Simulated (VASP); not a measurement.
# LiCl (Fm-3m) in VASP: notebook

LiCl is run at these levels: PBE, HSE06, PBE-based screened hybrid with 15 % exact exchange; tasks: single point.

All numbers are computed with VASP 6.6.1; they aren't measurements. Logs are shortened: lines on timing, memory, paths and dates and some standing lists are left out, and cuts for length are marked.

## (1) The cell of the first run

Symmetry: Fm-3m, No. 225, cubic system. The conventional cell has a = 5.112 Å, b = 5.112 Å, c = 5.112 Å, α = 90.00°, β = 90.00°, γ = 90.00°. Li (site symmetry m-3m) has 6 Cl at 2.56 Å within 3.4 Å. Cl (site symmetry m-3m) has 6 Li at 2.56 Å within 3.4 Å.

## (2) Single point, PBE

INCAR reads:

```
SYSTEM = LiCl
PREC = Accurate ; ENCUT = 520
EDIFF = 1E-7 ; ISMEAR = 0
SIGMA = 0.01 ; LREAL = .FALSE.
LASPH = .TRUE. ; NELM = 60
ALGO = Normal ; ISIF = 2
LWAVE = .FALSE. ; LCHARG = .TRUE.
GGA = PE ; LELF = .TRUE.
LVHAR = .TRUE. ; NBANDS = 12
```

KPOINTS reads:

```
Automatic mesh
0
G
  6 6 6
  0 0 0
```

POSCAR reads:

```
LiCl
1.0
    0.0000000000      2.5560369945      2.5560369945
    2.5560369945      0.0000000000      2.5560369945
    2.5560369945      2.5560369945      0.0000000000
Li Cl
1 1
Direct
    0.0000000000      0.0000000000      0.0000000000
    0.5000000000      0.5000000000      0.5000000000
```

Potentials or basis: VASP PAW PBE potentials, release 64 (Li_sv, Cl).

Run with:

```
$ cat potpaw_PBE.64/Li_sv/POTCAR potpaw_PBE.64/Cl/POTCAR > POTCAR
$ mpirun -np 1 vasp_std > vasp.out
```

OUTCAR:

```text
SYSTEM = LiCl
   PREC = Accurate
   ENCUT = 520
   EDIFF = 1E-7
   ISMEAR = 0
   LREAL = .FALSE.
   LASPH = .TRUE.
   NELM = 60
   ISIF = 2
   GGA = PE

 ion  position               nearest neighbor table
   1  0.000  0.000  0.000-   2 2.56   2 2.56   2 2.56   2 2.56   2 2.56   2 2.56
   2  0.500  0.500  0.500-   1 2.56   1 2.56   1 2.56   1 2.56   1 2.56   1 2.56

  LATTYP: Found a face centered cubic cell.
 ALAT       =     5.1120739890

  Lattice vectors:

 A1 = (   0.0000000000,   2.5560369945,   2.5560369945)
 A2 = (   2.5560369945,   0.0000000000,   2.5560369945)
 A3 = (   2.5560369945,   2.5560369945,   0.0000000000)

Analysis of symmetry for initial positions (statically):
=====================================================================
 Subroutine PRICEL returns:
 Original cell was already a primitive cell.

 Routine SETGRP: Setting up the symmetry group for a
 face centered cubic supercell.

 Subroutine GETGRP returns: Found 48 space group operations
 (whereof 48 operations were pure point group operations)
 out of a pool of 48 trial point group operations.

The static configuration has the point symmetry O_h .

Analysis of symmetry for dynamics (positions and initial velocities):
=====================================================================
 Subroutine PRICEL returns:
 Original cell was already a primitive cell.

 Routine SETGRP: Setting up the symmetry group for a
 face centered cubic supercell.

 Subroutine GETGRP returns: Found 48 space group operations
 (whereof 48 operations were pure point group operations)
 out of a pool of 48 trial point group operations.

The dynamic configuration has the point symmetry O_h .

 Subroutine INISYM returns: Found 48 space group operations
 (whereof 48 operations are pure point group operations),
 and found     1 'primitive' translations

----------------------------------------------------------------------------------------

                                     Primitive cell

  volume of cell :      33.3988

  direct lattice vectors                    reciprocal lattice vectors
     0.000000000  2.556036994  2.556036994    -0.195615322  0.195615322  0.195615322
     2.556036994  0.000000000  2.556036994     0.195615322 -0.195615322  0.195615322
     2.556036994  2.556036994  0.000000000     0.195615322  0.195615322 -0.195615322

  length of vectors
     3.614782184  3.614782184  3.614782184     0.338815677  0.338815677  0.338815677

  position of ions in fractional coordinates (direct lattice)
     0.000000000  0.000000000  0.000000000
     0.500000000  0.500000000  0.500000000

  ion indices of the primitive-cell ions
   primitive index   ion index
                 1           1
                 2           2

----------------------------------------------------------------------------------------

 KPOINTS: Automatic mesh

Automatic generation of k-mesh.
 Grid dimensions read from file:
 generate k-points for:    6    6    6

 Generating k-lattice:

  Cartesian coordinates                     Fractional coordinates (reciprocal lattice)
    -0.032602554  0.032602554  0.032602554     0.166666667  0.000000000  0.000000000
     0.032602554 -0.032602554  0.032602554     0.000000000  0.166666667  0.000000000
     0.032602554  0.032602554 -0.032602554     0.000000000  0.000000000  0.166666667

  Length of vectors
     0.056469279  0.056469279  0.056469279

  Shift w.r.t. Gamma in fractional coordinates (k-lattice)
     0.000000000  0.000000000  0.000000000

 Subroutine IBZKPT returns following result:
 ===========================================

 Found     16 irreducible k-points:

 Following reciprocal coordinates:
            Coordinates               Weight
  0.000000  0.000000  0.000000      1.000000
  0.166667  0.000000  0.000000      8.000000
  0.333333  0.000000  0.000000      8.000000
  0.500000  0.000000  0.000000      4.000000
  0.166667  0.166667  0.000000      6.000000
  0.333333  0.166667  0.000000     24.000000
[... 8 lines left out ...]
 -0.333333  0.333333  0.166667     24.000000
 -0.333333  0.500000  0.166667     12.000000
   k-points           NKPTS =     16   k-points in BZ     NKDIM =     16   number of bands    NBANDS=     12
   number of dos      NEDOS =    301   number of ions     NIONS =      2
   total plane-waves  NPLWV =  21952
   dimension x,y,z NGX =    28 NGY =   28 NGZ =   28
   dimension x,y,z NGXF=    56 NGYF=   56 NGZF=   56
   ions per type =               1   1
   NGX,Y,Z   is equivalent  to a cutoff of  12.88, 12.88, 12.88 a.u.
   NGXF,Y,Z  is equivalent  to a cutoff of  25.75, 25.75, 25.75 a.u.
 SYSTEM =  LiCl
   PREC   = accura    normal or accurate (medium, high low for compatibility)
   ISTART =      0    job   : 0-new  1-cont  2-samecut
   ICHARG =      2    charge: 1-file 2-atom 10-const
   ISPIN  =      1    spin polarized calculation?
   LNONCOLLINEAR =      F non collinear calculations
   LSORBIT =      F    spin-orbit coupling
   LASPH  =      T    aspherical Exc in radial PAW
   ENCUT  =  520.0 eV  38.22 Ry    6.18 a.u.   6.72  6.72  6.72*2*pi/ulx,y,z
   NELM   =     60;   NELMIN=  2; NELMDL= -5     # of ELM steps
   EDIFF  = 0.1E-06   stopping-criterion for ELM
   LREAL  =      F    real-space projection
   EDIFFG = 0.1E-05   stopping-criterion for IOM
   NSW    =      0    number of steps for IOM
   IBRION =     -1    ionic relax: 0-MD 1-quasi-New 2-CG
   NFREE  =      0    steps in history (QN), initial steepest desc. (CG)
   ISIF   =      2    stress and relaxation
   ISYM   =      2    0-nonsym 1-usesym 2-fastsym
   POTIM  = 0.5000    time-step for ionic-motion
   TEBEG  =    0.0;   TEEND  =   0.0 temperature during run
   PSTRESS=    0.0 pullay stress
   NELECT =      10.0000    total number of electrons
   NUPDOWN=      -1.0000    fix difference up-down
   EMIN   =  10.00;   EMAX   =-10.00  energy-range for DOS
   EFERMI =   0.00;   METHOD = LEGACY
   ISMEAR =     0;   SIGMA  =   0.01  broadening in eV -4-tet -1-fermi 0-gaus
   EFERMI_NEDOS =   21; number of points for ismear=-14 and -15
   IALGO  =     38    algorithm
   IMIX   =      4    mixing-type and parameters
     AMIX     =   0.40;   BMIX     =  1.00
     AMIX_MAG =   1.60;   BMIX_MAG =  1.00
  volume/ion in A,a.u.               =      16.70       112.69
  Fermi-wavevector in a.u.,A,eV,Ry     =   1.095211  2.069648 16.320006  1.199487
  Thomas-Fermi vector in A             =   2.231530
   LORBIT       =      0    0 simple, 1 ext, 2 COOP (PROOUT), +10 PAW based schemes
   GGA     = PE    functional components
   LHFCALC =     F    Hartree Fock is set to
   AEXX    =    0.0000 exact exchange contribution
   IVDW    =     0    specifies the selected vdW correction
   LEPSILON=     F    determine dielectric tensor
   LRPA    =     F    only Hartree local field effects (RPA)
 non-spin polarized calculation
 Gauss-broadening in eV      SIGMA  =   0.01
  energy-cutoff  :      520.00
  volume of cell :       33.40
 maximum number of plane-waves:       934
   NGX = 13   NGY = 13   NGZ = 13

 number of electron      10.0000003 magnetization

 Free energy of the ion-electron system (eV)
  ---------------------------------------------------
  ext. energy  EPLUGINS =         0.00000000
  ---------------------------------------------------
  free energy    TOTEN  =        -7.38448158 eV

  energy without entropy =       -7.38448158  energy(sigma->0) =       -7.38448158

 E-fermi :   0.7620     XC(G=0):  -8.7750

 val. band max:        0.6570314210   @ k =   0.0000   0.0000   0.0000
 cond. band min:       7.0569329052   @ k =   0.0000   0.0000   0.0000
 fundamental gap:      6.3999014842
 Fermi energy:         0.7620076439

 k-point     1 :       0.0000    0.0000    0.0000
  band No.  band energies     occupation
      1     -42.8479      2.00000
      2     -12.7757      2.00000
      3       0.6570      2.00000
      4       0.6570      2.00000
      5       0.6570      2.00000
      6       7.0569      0.00000
      7      12.6037      0.00000
      8      12.6037      0.00000
      9      12.6037      0.00000
     10      15.2474      0.00000
     11      15.2474      0.00000
     12      15.2514      0.00000

 k-point     2 :       0.1667    0.0000    0.0000
  band No.  band energies     occupation
      1     -42.8472      2.00000
      2     -12.6425      2.00000
      3      -0.2137      2.00000
      4       0.5865      2.00000
      5       0.5865      2.00000
      6       7.7398      0.00000
      7      11.5917      0.00000
      8      12.1783      0.00000
      9      12.1783      0.00000
     10      13.8732      0.00000
     11      13.8732      0.00000
     12      15.8959      0.00000

 k-point     3 :       0.3333    0.0000    0.0000
  band No.  band energies     occupation
      1     -42.8458      2.00000
      2     -12.3523      2.00000
      3      -1.5947      2.00000
      4       0.4567      2.00000
      5       0.4567      2.00000
      6       7.7426      0.00000
      7      10.7077      0.00000
      8      10.7078      0.00000
      9      12.4521      0.00000
     10      15.7741      0.00000
     11      15.7741      0.00000
     12      16.7166      0.00000
[... 166 lines left out ...]
 k-point    15 :      -0.3333    0.3333    0.1667
  band No.  band energies     occupation
      1     -42.8444      2.00000
      2     -12.0134      2.00000
      3      -1.7444      2.00000
      4      -1.1032      2.00000
      5      -0.1403      2.00000
      6       9.5956      0.00000
      7      10.0349      0.00000
      8      11.6395      0.00000
      9      11.8672      0.00000
     10      15.9179      0.00000
     11      16.7602      0.00000
     12      19.1527      0.00000

 k-point    16 :      -0.3333    0.5000    0.1667
  band No.  band energies     occupation
      1     -42.8442      2.00000
      2     -11.9478      2.00000
      3      -1.9121      2.00000
      4      -1.0240      2.00000
      5      -0.4295      2.00000
      6       9.4250      0.00000
      7      10.0720      0.00000
      8      12.0413      0.00000
      9      12.1494      0.00000
     10      15.6648      0.00000
     11      17.9437      0.00000
     12      19.3538      0.00000

------------------------ aborting loop because EDIFF is reached ----------------------------------------

  FORCE on cell =-STRESS in cart. coord.  units (eV):
  Direction    XX          YY          ZZ          XY          YZ          ZX
  --------------------------------------------------------------------------------------
  -------------------------------------------------------------------------------------
  Total        0.1333277      0.1333277      0.1333277      0.0000000     -0.0000000     -0.0000000
  in kB        6.3958710      6.3958710      6.3958710      0.0000000     -0.0000000     -0.0000000
  external PRESSURE =       6.3958710 kB  Pullay stress =       0.0000000 kB

 VOLUME and BASIS-vectors are now :
 -----------------------------------------------------------------------------
  energy-cutoff  :      520.00
  volume of cell :       33.40
      direct lattice vectors                 reciprocal lattice vectors
     0.000000000  2.556036994  2.556036994    -0.195615322  0.195615322  0.195615322
     2.556036994  0.000000000  2.556036994     0.195615322 -0.195615322  0.195615322
     2.556036994  2.556036994  0.000000000     0.195615322  0.195615322 -0.195615322

 POSITION                                       TOTAL-FORCE (eV/Angst)
 -----------------------------------------------------------------------------------
      0.00000      0.00000      0.00000         0.000000     -0.000000      0.000000
      2.55604      2.55604      2.55604        -0.000000      0.000000     -0.000000
 -----------------------------------------------------------------------------------
    total drift:                                0.000000      0.000000      0.000000

  FREE ENERGIE OF THE ION-ELECTRON SYSTEM (eV)
  ---------------------------------------------------
  free  energy   TOTEN  =        -7.3844815831 eV

  energy  without entropy=       -7.3844815831  energy(sigma->0) =       -7.38448158
```

Run time: 16 s. Hardware: 1 thread of Intel Xeon 8259CL, shared host; peak memory 0.14 GiB.

What came out:

```yaml
Free_energy: -7.3845 eV
Band_gap_on_the_k_mesh: 6.40 eV
```

Levels at points of the mesh, in eV from the valence-band top:
| k point | band 3 | band 4 | band 5 | band 6 | band 7 | band 8 |
| --- | --- | --- | --- | --- | --- | --- |
| (0.00, 0.00, 0.00) | 0.00 | 0.00 | 0.00 | 6.40 | 11.95 | 11.95 |
| (0.50, 0.00, 0.00) | -2.85 | -0.26 | -0.26 | 6.77 | 9.51 | 9.51 |
| (0.50, 0.50, 0.00) | -2.94 | -1.12 | -1.12 | 7.91 | 8.28 | 12.53 |

Caveat: the cutoff is under 1.25 times the usual one of these potentials, so pressure, stress and relaxed cells hold a basis-set (Pulay) error. A k mesh can miss the band edges.

## (3) Single point, PBE

INCAR reads:

```
PREC = Accurate
ENCUT = 520
EDIFF = 1E-6
ISMEAR = 0
SIGMA = 0.05
LREAL = False
LASPH = True
NELM = 60
ALGO = Normal
ISIF = 2
LWAVE = False
LCHARG = False
GGA = PE
NBANDS = 12
```

KPOINTS reads:

```
regular mesh
0
Gamma
  6 6 6
```

POSCAR is that of step 2.

Potentials or basis: VASP PAW PBE potentials, release 64 (Li_sv, Cl).

Run with:

```
$ cat potpaw_PBE.64/Li_sv/POTCAR potpaw_PBE.64/Cl/POTCAR > POTCAR
$ mpirun -np 1 vasp_std > vasp.out
```

OUTCAR:

```text
PREC = Accurate
   ENCUT = 520
   EDIFF = 1E-6
   ISMEAR = 0
   LREAL = False
   LASPH = True
   NELM = 60
   ISIF = 2
   GGA = PE

 ion  position               nearest neighbor table
   1  0.000  0.000  0.000-   2 2.56   2 2.56   2 2.56   2 2.56   2 2.56   2 2.56
   2  0.500  0.500  0.500-   1 2.56   1 2.56   1 2.56   1 2.56   1 2.56   1 2.56

  LATTYP: Found a face centered cubic cell.
 ALAT       =     5.1120739890

  Lattice vectors:

 A1 = (   0.0000000000,   2.5560369945,   2.5560369945)
 A2 = (   2.5560369945,   0.0000000000,   2.5560369945)
 A3 = (   2.5560369945,   2.5560369945,   0.0000000000)

Analysis of symmetry for initial positions (statically):
=====================================================================
 Subroutine PRICEL returns:
 Original cell was already a primitive cell.

 Routine SETGRP: Setting up the symmetry group for a
 face centered cubic supercell.

 Subroutine GETGRP returns: Found 48 space group operations
 (whereof 48 operations were pure point group operations)
 out of a pool of 48 trial point group operations.

The static configuration has the point symmetry O_h .

Analysis of symmetry for dynamics (positions and initial velocities):
=====================================================================
 Subroutine PRICEL returns:
 Original cell was already a primitive cell.

 Routine SETGRP: Setting up the symmetry group for a
 face centered cubic supercell.

 Subroutine GETGRP returns: Found 48 space group operations
 (whereof 48 operations were pure point group operations)
 out of a pool of 48 trial point group operations.

The dynamic configuration has the point symmetry O_h .

 Subroutine INISYM returns: Found 48 space group operations
 (whereof 48 operations are pure point group operations),
 and found     1 'primitive' translations

----------------------------------------------------------------------------------------

                                     Primitive cell

[... 108 lines left out ...]
   AEXX    =    0.0000 exact exchange contribution
   IVDW    =     0    specifies the selected vdW correction
   LEPSILON=     F    determine dielectric tensor
   LRPA    =     F    only Hartree local field effects (RPA)
 non-spin polarized calculation
 Gauss-broadening in eV      SIGMA  =   0.05
  energy-cutoff  :      520.00
  volume of cell :       33.40
 maximum number of plane-waves:       934
   NGX = 13   NGY = 13   NGZ = 13

 number of electron      10.0000003 magnetization

 Free energy of the ion-electron system (eV)
  ---------------------------------------------------
  ext. energy  EPLUGINS =         0.00000000
  ---------------------------------------------------
  free energy    TOTEN  =        -7.38448174 eV

  energy without entropy =       -7.38448174  energy(sigma->0) =       -7.38448174

 E-fermi :   0.9621     XC(G=0):  -8.7750

 val. band max:        0.6568409889   @ k =   0.0000   0.0000   0.0000
 cond. band min:       7.0567534228   @ k =   0.0000   0.0000   0.0000
 fundamental gap:      6.3999124339
 Fermi energy:         0.9621005813

 k-point     1 :       0.0000    0.0000    0.0000
  band No.  band energies     occupation
      1     -42.8481      2.00000
      2     -12.7759      2.00000
      3       0.6568      2.00000
      4       0.6568      2.00000
      5       0.6568      2.00000
      6       7.0568      0.00000
      7      12.6038      0.00000
      8      12.6038      0.00000
      9      12.6038      0.00000
     10      15.2474      0.00000
     11      15.2474      0.00000
     12      15.2554      0.00000
[... 211 lines left out ...]
 k-point    16 :      -0.3333    0.5000    0.1667
  band No.  band energies     occupation
      1     -42.8444      2.00000
      2     -11.9481      2.00000
      3      -1.9123      2.00000
      4      -1.0241      2.00000
      5      -0.4296      2.00000
      6       9.4250      0.00000
      7      10.0718      0.00000
      8      12.0412      0.00000
      9      12.1491      0.00000
     10      15.6647      0.00000
     11      17.9437      0.00000
     12      19.3538      0.00000

------------------------ aborting loop because EDIFF is reached ----------------------------------------

  FORCE on cell =-STRESS in cart. coord.  units (eV):
  Direction    XX          YY          ZZ          XY          YZ          ZX
  --------------------------------------------------------------------------------------
  -------------------------------------------------------------------------------------
  Total        0.1360044      0.1360044      0.1360044      0.0000000     -0.0000000      0.0000000
  in kB        6.5242725      6.5242725      6.5242725      0.0000000     -0.0000000      0.0000000
  external PRESSURE =       6.5242725 kB  Pullay stress =       0.0000000 kB

 VOLUME and BASIS-vectors are now :
 -----------------------------------------------------------------------------
  energy-cutoff  :      520.00
  volume of cell :       33.40
      direct lattice vectors                 reciprocal lattice vectors
     0.000000000  2.556036994  2.556036994    -0.195615322  0.195615322  0.195615322
     2.556036994  0.000000000  2.556036994     0.195615322 -0.195615322  0.195615322
     2.556036994  2.556036994  0.000000000     0.195615322  0.195615322 -0.195615322

 POSITION                                       TOTAL-FORCE (eV/Angst)
 -----------------------------------------------------------------------------------
      0.00000      0.00000      0.00000        -0.000000      0.000000      0.000000
      2.55604      2.55604      2.55604         0.000000     -0.000000     -0.000000
 -----------------------------------------------------------------------------------
    total drift:                                0.000000      0.000000      0.000000

  FREE ENERGIE OF THE ION-ELECTRON SYSTEM (eV)
  ---------------------------------------------------
  free  energy   TOTEN  =        -7.3844817415 eV

  energy  without entropy=       -7.3844817415  energy(sigma->0) =       -7.38448174
```

It took 11 s on 1 thread of Intel Xeon 8259CL, shared host; peak memory 0.15 GiB.

What came out:

| Property | Result |
| --- | --- |
| Free energy | -7.3845 eV |
| Band gap on the k mesh | 6.40 eV |

Caveat: the cutoff is under 1.25 times the usual one of these potentials, so pressure, stress and relaxed cells hold a basis-set (Pulay) error. A k mesh can miss the band edges.

[end of part 1 of 2]
